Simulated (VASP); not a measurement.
# ZnCu (Cmmm) in VASP: settings compared, part 2 of 2

VASP 6.6.1. The steps go on from the part before.

## (3) Single point, PBEsol (functional PBEsol, strained)

Contents of INCAR:

```
ALGO = Fast ; EDIFF = 1E-6
ENCUT = 520 ; GGA = PS
ISIF = 2 ; ISMEAR = 0
LASPH = T ; LCHARG = T
LELF = T ; LREAL = F
LVHAR = T ; LWAVE = F
NBANDS = 18 ; NELM = 100
PREC = Accurate ; SIGMA = 0.1
```

Contents of KPOINTS:

```
k-points
0
Gamma
  18 18 10
```

Contents of POSCAR:

```
ZnCu
1.0
    1.5753273677     -2.1867416699      0.0000000000
    1.5753273677      2.1867416699      0.0000000000
    0.0000000000      0.0000000000      4.0776410310
Zn Cu
1 1
Direct
    0.5000000000      0.5000000000      0.5000000000
    0.0000000000      0.0000000000      0.0000000000
```

Potentials or basis: VASP PAW PBE potentials, release 64 (Zn, Cu).

Command:

```bash
cat potpaw_PBE.64/Zn/POTCAR potpaw_PBE.64/Cu/POTCAR > POTCAR
mpirun -np 1 vasp_std > vasp.out
```

OUTCAR:

```text
EDIFF = 1E-6
   ENCUT = 520
   GGA = PS
   ISIF = 2
   ISMEAR = 0
   LASPH = T
   LREAL = F
   NELM = 100
   PREC = Accurate

 ion  position               nearest neighbor table
   1  0.500  0.500  0.500-   2 2.58   2 2.58   2 2.58   2 2.58
   2  0.000  0.000  0.000-   1 2.58   1 2.58   1 2.58   1 2.58

  LATTYP: Found a base centered orthorhombic cell.
 ALAT       =     3.1506547354
 B/A-ratio  =     1.3881188855
 C/A-ratio  =     1.2942202093

  Lattice vectors:

 A1 = (   1.5753273677,  -2.1867416699,   0.0000000000)
 A2 = (   1.5753273677,   2.1867416699,   0.0000000000)
 A3 = (   0.0000000000,   0.0000000000,   4.0776410310)

Analysis of symmetry for initial positions (statically):
=====================================================================
 Subroutine PRICEL returns:
 Original cell was already a primitive cell.

 Routine SETGRP: Setting up the symmetry group for a
 base centered orthorhombic supercell.

 Subroutine GETGRP returns: Found  8 space group operations
 (whereof  8 operations were pure point group operations)
 out of a pool of  8 trial point group operations.

The static configuration has the point symmetry D_2h.

Analysis of symmetry for dynamics (positions and initial velocities):
=====================================================================
 Subroutine PRICEL returns:
 Original cell was already a primitive cell.

 Routine SETGRP: Setting up the symmetry group for a
 base centered orthorhombic supercell.

 Subroutine GETGRP returns: Found  8 space group operations
 (whereof  8 operations were pure point group operations)
 out of a pool of  8 trial point group operations.

The dynamic configuration has the point symmetry D_2h.

 Subroutine INISYM returns: Found  8 space group operations
 (whereof  8 operations are pure point group operations),
 and found     1 'primitive' translations

[... 112 lines left out ...]
   IMIX   =      4    mixing-type and parameters
     AMIX     =   0.40;   BMIX     =  1.00
     AMIX_MAG =   1.60;   BMIX_MAG =  1.00
  volume/ion in A,a.u.               =      14.05        94.79
  Fermi-wavevector in a.u.,A,eV,Ry     =   1.531493  2.894102 31.912067  2.345471
  Thomas-Fermi vector in A             =   2.638830
   LORBIT       =      0    0 simple, 1 ext, 2 COOP (PROOUT), +10 PAW based schemes
   GGA     = PS    functional components
   LHFCALC =     F    Hartree Fock is set to
   AEXX    =    0.0000 exact exchange contribution
   IVDW    =     0    specifies the selected vdW correction
   LEPSILON=     F    determine dielectric tensor
   LRPA    =     F    only Hartree local field effects (RPA)
 non-spin polarized calculation
 RMM-DIIS sequential band-by-band and
 Gauss-broadening in eV      SIGMA  =   0.10
  energy-cutoff  :      520.00
  volume of cell :       28.09
 maximum number of plane-waves:       774
   NGX =  9   NGY =  9   NGZ = 15

 number of electron      22.9999981 magnetization

 Free energy of the ion-electron system (eV)
  ---------------------------------------------------
  ext. energy  EPLUGINS =         0.00000000
  ---------------------------------------------------
  free energy    TOTEN  =        -5.86747512 eV

  energy without entropy =       -5.86451224  energy(sigma->0) =       -5.86599368

 E-fermi :   4.5156     XC(G=0): -12.0372

 val. band max:        4.5002892442   @ k =   0.3889   0.1667   0.0000
 cond. band min:       4.5246686353   @ k =   0.3889   0.3333   0.2000
 fundamental gap:      0.0243793911
 Fermi energy:         4.5156130282

 k-point     1 :       0.0000    0.0000    0.0000
  band No.  band energies     occupation
      1      -5.2085      2.00000
      2      -3.2428      2.00000
      3      -3.1712      2.00000
      4      -2.6282      2.00000
      5      -2.5386      2.00000
      6      -2.4097      2.00000
[... 481 lines left out ...]
      5      -2.5682      2.00000
      6      -2.4991      2.00000
[... 10 lines left out ...]
     17      19.9551      0.00000
     18      20.2309      0.00000

 [... further k-points ...]

------------------------ aborting loop because EDIFF is reached ----------------------------------------

  FORCE on cell =-STRESS in cart. coord.  units (eV):
  Direction    XX          YY          ZZ          XY          YZ          ZX
  --------------------------------------------------------------------------------------
  -------------------------------------------------------------------------------------
  Total       -1.8919041     -2.6649316     -1.7343636      0.0000000      0.0000000      0.0000000
  in kB     -107.8952747   -151.9810234    -98.9107394      0.0000000      0.0000000      0.0000000
  external PRESSURE =    -119.5956792 kB  Pullay stress =       0.0000000 kB

 VOLUME and BASIS-vectors are now :
 -----------------------------------------------------------------------------
  energy-cutoff  :      520.00
  volume of cell :       28.09
      direct lattice vectors                 reciprocal lattice vectors
     1.575327368 -2.186741670  0.000000000     0.317394346 -0.228650694  0.000000000
     1.575327368  2.186741670  0.000000000     0.317394346  0.228650694  0.000000000
     0.000000000  0.000000000  4.077641031     0.000000000  0.000000000  0.245239832

 POSITION                                       TOTAL-FORCE (eV/Angst)
 -----------------------------------------------------------------------------------
      1.57533      0.00000      2.03882        -0.000000     -0.000000      0.000000
      0.00000      0.00000      0.00000         0.000000      0.000000      0.000000
 -----------------------------------------------------------------------------------
    total drift:                                0.000000      0.000000      0.000000

  FREE ENERGIE OF THE ION-ELECTRON SYSTEM (eV)
  ---------------------------------------------------
  free  energy   TOTEN  =        -5.8674751185 eV

  energy  without entropy=       -5.8645122355  energy(sigma->0) =       -5.86599368
```

OSZICAR:

```text
N       E                     dE             d eps       ncg     rms          rms(c)
DAV:   1     0.116350249419E+03    0.11635E+03   -0.11290E+04 20802   0.205E+03
DAV:   2    -0.200522730015E+01   -0.11836E+03   -0.11342E+03 19714   0.298E+02
DAV:   3    -0.701009509727E+01   -0.50049E+01   -0.49443E+01 22500   0.764E+01
DAV:   4    -0.705185316031E+01   -0.41758E-01   -0.41740E-01 23186   0.647E+00
DAV:   5    -0.705242066045E+01   -0.56750E-03   -0.56748E-03 22730   0.775E-01    0.953E+00
RMM:   6    -0.707337091327E+01   -0.20950E-01   -0.10654E+01 22764   0.509E+01    0.736E+00
RMM:   7    -0.587577867196E+01    0.11976E+01   -0.26812E+00 22107   0.254E+01    0.196E+00
RMM:   8    -0.587253164382E+01    0.32470E-02   -0.40646E-02 22585   0.329E+00    0.946E-01
RMM:   9    -0.586877770877E+01    0.37539E-02   -0.17379E-02 23410   0.195E+00    0.299E-01
RMM:  10    -0.586738581127E+01    0.13919E-02   -0.55618E-03 23332   0.929E-01    0.547E-02
RMM:  11    -0.586753617115E+01   -0.15036E-03   -0.12464E-03 24355   0.515E-01    0.964E-02
RMM:  12    -0.586745960795E+01    0.76563E-04   -0.74274E-04 25668   0.303E-01    0.268E-02
RMM:  13    -0.586747290306E+01   -0.13295E-04   -0.18462E-04 24680   0.136E-01    0.858E-03
RMM:  14    -0.586748088501E+01   -0.79819E-05   -0.37833E-05 21931   0.644E-02    0.212E-02
RMM:  15    -0.586747443337E+01    0.64516E-05   -0.26485E-05 21170   0.788E-02    0.396E-03
RMM:  16    -0.586747511854E+01   -0.68516E-06   -0.61159E-06 21056   0.203E-02
   1 F= -.58674751E+01 E0= -.58659937E+01  d E =-.296288E-02
```

stdout:

```text
POSCAR found type information on POSCAR ZnCu
 POSCAR found :  2 types and       2 ions
 scaLAPACK will be used
 -----------------------------------------------------------------------------
|                                                                             |
|                                                                             |
|     You enforced a specific xc type in the INCAR file but a different       |
|     I HOPE YOU KNOW WHAT YOU ARE DOING!                                     |
|                                                                             |
 -----------------------------------------------------------------------------

 LDA part: xc-table for (Slater+PW92), standard interpolation
 POSCAR, INCAR and KPOINTS ok, starting setup
 FFT: planning ... GRIDC
 FFT: planning ... GRID_SOFT
 FFT: planning ... GRID
 WAVECAR not read
 entering main loop
WARNING in EDDRMM: call to ZHEGV failed, returncode =   8  4     18
WARNING in EDDRMM: call to ZHEGV failed, returncode =   8  4     17
WARNING in EDDRMM: call to ZHEGV failed, returncode =   8  4     18
```

Run time: 6.8 min. Hardware: 1 thread of Oxide Virtual Turin-like, shared host; peak memory 0.34 GiB.

What came out:

- Free energy: -5.8675 eV
- Pressure: -12.0 GPa

Caveat: the cell differs from its parent crystal (functional PBEsol, strained); the PAW data sets were made with another functional, which shifts forces and pressure a little.
